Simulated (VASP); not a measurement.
Input of a VASP 6.6.1 run:

Contents of POSCAR:

```
Ta8H
1.0
   -3.3099806601      3.3099806601      3.3337760442
    3.3099806601     -3.3099806601      3.3337760442
    3.3099806601      3.3099806601     -3.3337760442
Ta H
8 1
Direct
   -0.0026611420     -0.0087520199     -0.0060908778
    0.0002095024     -0.0016867658      0.5018962682
   -0.0034297358      0.5026611420     -0.0060908778
   -0.0026611420      0.5034297358      0.5060908778
    0.4964169660     -0.0016867658     -0.0018962682
    0.5016867658      0.0035830340      0.5018962682
    0.5016867658      0.4997904976     -0.0018962682
    0.5087520199      0.5026611420      0.5060908778
    0.1250000000      0.3750000000      0.2500000000
```

File INCAR.step1:

```
  PREC = Accurate
  ENCUT = 520
  ISMEAR = 0
  SIGMA = 0.1
  LREAL = F
  LASPH = T
  NELM = 100
  NBANDS = 54
  GGA = PE
  ALGO = Normal
  EDIFF = 1E-4
  LWAVE = T
  LCHARG = F
```

File INCAR.step2:

```
  PREC = Accurate
  ENCUT = 520
  EDIFF = 1E-6
  ISMEAR = 0
  SIGMA = 0.1
  LREAL = F
  LASPH = T
  NELM = 100
  ALGO = Normal
  ISIF = 2
  LWAVE = F
  LCHARG = F
  METAGGA = R2SCAN
  LMIXTAU = T
  NBANDS = 54
  ISTART = 1
```

Contents of KPOINTS:

```
Automatic mesh
0
Gamma
  4 4 4
```

Potentials or basis: VASP PAW PBE potentials, release 64 (Ta_pv, H).

The run is started by

```bash
$ cat potpaw_PBE.64/Ta_pv/POTCAR potpaw_PBE.64/H/POTCAR > POTCAR
$ cp INCAR.step1 INCAR
$ mpirun -np 1 vasp_std > vasp.out
$ cp INCAR.step2 INCAR
$ mpirun -np 1 vasp_std > vasp.out
```

**Question.** What does it give for the largest force?

**Answer.** 0.027 eV/Å.

**Question.** Predict the pressure.

**Answer.** 0.6 GPa.

Forces on the atoms (eV/Å):
```
Ta  -0.009  0.000 -0.026
Ta   0.000 -0.006  0.015
Ta   0.000 -0.009  0.026
Ta   0.009  0.000 -0.026
Ta   0.000  0.006  0.015
Ta  -0.006  0.000 -0.015
Ta   0.006  0.000 -0.015
Ta   0.000  0.009  0.026
H    0.000  0.000  0.000
```

Caveat: the PAW data sets were made with another functional, which shifts forces and pressure a little.
